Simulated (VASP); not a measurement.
Cd3CuO, 5 atoms in the cell. It takes space group P4/mmm (No. 123, tetragonal). Conventional cell: a = 3.257 Å, b = 3.257 Å, c = 8.217 Å, α = 90.00°, β = 90.00°, γ = 90.00°. Cd (site symmetry 4mm) has 1 O at 2.55 Å and 4 Cu at 2.78 Å and 5 Cd at 3.12 to 3.26 Å within 3.4 Å. Cd (site symmetry 4/mmm) has 4 O at 2.30 Å within 3.0 Å. Cu (site symmetry 4/mmm) has 8 Cd at 2.78 Å and 4 Cu at 3.26 Å within 3.7 Å. Within 3.0 Å of O (site symmetry 4/mmm) lie 6 Cd at 2.30 to 2.55 Å. 

* Program: VASP 6.6.1
* Task: single point
* Functional: PBE
* Potentials or basis: VASP PAW PBE potentials, release 64 (Cd, Cu, O)
* Cutoff: 520 eV
* k mesh: 10 × 10 × 4
* Occupations: gaussian, width 0.1 eV
* Spin: no spin polarisation
* Dipole correction: no
* Further INCAR settings: ALGO = Normal; EDIFF = 1e-07; NBANDS = 34

Potentials or basis: VASP PAW PBE potentials, release 64 (Cd, Cu, O).

Run with:

```bash
$ cat potpaw_PBE.64/Cd/POTCAR potpaw_PBE.64/Cu/POTCAR potpaw_PBE.64/O/POTCAR > POTCAR
$ mpirun -np 1 vasp_std > vasp.out
```

Hardware: 1 thread of Intel Xeon 6975P-C, with other jobs on the host.

Task: Estimate the wall time of this run.

Result: Run time: 2.2 min on 1 thread of Intel Xeon 6975P-C, with other jobs on the host, peak memory 0.3 GiB. Counts: scf iterations 16, k points 63.
